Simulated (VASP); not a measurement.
H4WC16, 21 atoms in the cell. The cell holds a slab with vacuum, 21 atoms: a = 5.049 Å, b = 5.049 Å, c = 14.676 Å, α = 90.00°, β = 90.00°, γ = 60.00°. 

* Program: VASP 6.6.1
* Task: single point
* Functional: PBE
* Potentials or basis: VASP PAW PBE potentials, release 64 (H, C, W_sv)
* Cutoff: 520 eV
* k mesh: 3 × 3 × 1
* Occupations: gaussian, width 0.02 eV
* Spin: no spin polarisation
* Dipole correction: no
* Further INCAR settings: LREAL = Auto; ALGO = Normal; EDIFF = 1e-06; NBANDS = 57

Potentials or basis: VASP PAW PBE potentials, release 64 (H, C, W_sv).

The run is started by

```bash
$ cat potpaw_PBE.64/H/POTCAR potpaw_PBE.64/C/POTCAR potpaw_PBE.64/W_sv/POTCAR > POTCAR
$ mpirun -np 1 vasp_std > vasp.out
```

Hardware: 1 thread of Intel(R) Xeon(R) Platinum 8375C CPU @ 2.90GHz (Ice Lake) (shared host).

How long does it take, and how much memory?

It took 3.6 min on 1 thread of Intel(R) Xeon(R) Platinum 8375C CPU @ 2.90GHz (Ice Lake), on a shared host, peak memory 0.44 GiB. Counts: scf iterations 21, k points 5.
